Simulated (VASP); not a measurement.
Wanted: the native input for a VASP 6.6.1 run.

| Item | Value |
| --- | --- |
| Task | single point |
| Functional | LDA |
| Potentials or basis | VASP PAW LDA potentials, release 64 (Hf_pv, H, C) |
| Cutoff | 600 eV |
| k mesh | 10 × 10 × 10 |
| Occupations | methfessel-paxton, width 0.1 eV |
| Spin | no spin polarisation |
| Dipole correction | no |
| Further INCAR settings | ALGO = Normal; EDIFF = 1e-06; NBANDS = 20 |

The structure of Hf2HC lies in POSCAR:

```
Hf2HC
1.0
    1.6456450000      0.9501135837      5.1784140000
   -1.6456450000      0.9501135837      5.1784140000
    0.0000000000     -1.9002271675      5.1784140000
Hf H C
2 1 1
Direct
    0.7554426667      0.7554426667      0.7554426667
    0.2445573333      0.2445573333      0.2445573333
    0.0000000000      0.0000000000      0.0000000000
    0.5000000000      0.5000000000      0.5000000000
```

One way to write it, as run:

INCAR

```
SYSTEM = Hf2HC
ALGO = Normal
EDIFF = 1E-6
ENCUT = 600
GGA = CA
GGA_COMPAT = .FALSE.
ISIF = 2
ISMEAR = 1
LASPH = .TRUE.
LCHARG = .FALSE.
LREAL = .FALSE.
LWAVE = .FALSE.
NBANDS = 20
NELM = 120
PREC = Accurate
SIGMA = 0.1
```

KPOINTS

```
k-points
0
G
  10 10 10
  0 0 0
```

Potentials or basis: VASP PAW LDA potentials, release 64 (Hf_pv, H, C).

Launch:

```console
$ cat potpaw_LDA.64/Hf_pv/POTCAR potpaw_LDA.64/H/POTCAR potpaw_LDA.64/C/POTCAR > POTCAR
$ mpirun -np 1 vasp_std > vasp.out
```

It gave:

```
Pressure               : -7.4 GPa
Largest force          : 0.270 eV/Å
Band gap on the k mesh : zero (an odd number of electrons rules out a gap without spin polarisation)
```

Caveat: the cell stands under tension; spin-orbit coupling is left out, which moves the levels of the heavy elements; an odd number of electrons without spin polarisation forces a metal; a magnetic or distorted state may lie lower.

Wall time 4.5 min on 1 thread of Intel(R) Xeon(R) Platinum 8259CL CPU @ 2.50GHz (Skylake/Cascade Lake) (shared host), peak memory 0.36 GiB.
